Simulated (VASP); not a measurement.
A run of VASP 6.6.1 is set up as follows.

File INCAR:

```
PREC = Accurate
ENCUT = 520
EDIFF = 1E-6
ISMEAR = 0
SIGMA = 0.02
LREAL = False
LASPH = True
NELM = 80
ALGO = Normal
ISIF = 2
LWAVE = False
LCHARG = True
GGA = CA
LELF = True
LVHAR = True
NBANDS = 16
```

The input KPOINTS:

```
Automatic mesh
0
Gamma
  10 10 10
```

File POSCAR:

```
GaAs
1.0
    0.0000000000      2.8015378569      2.8015378569
    2.8015378569      0.0000000000      2.8015378569
    2.8015378569      2.8015378569      0.0000000000
Ga As
1 1
Direct
    0.0000000000      0.0000000000      0.0000000000
    0.7500000000      0.7500000000      0.7500000000
```

Potentials or basis: VASP PAW LDA potentials, release 64 (Ga_d, As).

Launch:

```sh
$ cat potpaw_LDA.64/Ga_d/POTCAR potpaw_LDA.64/As/POTCAR > POTCAR
$ mpirun -np 1 vasp_std > vasp.out
```

Q: What does it give for the pressure?

A: 0.3 GPa.

Q: Estimate the band gap on the k mesh.

A: 0.54 eV.

A k mesh can miss the band edges.
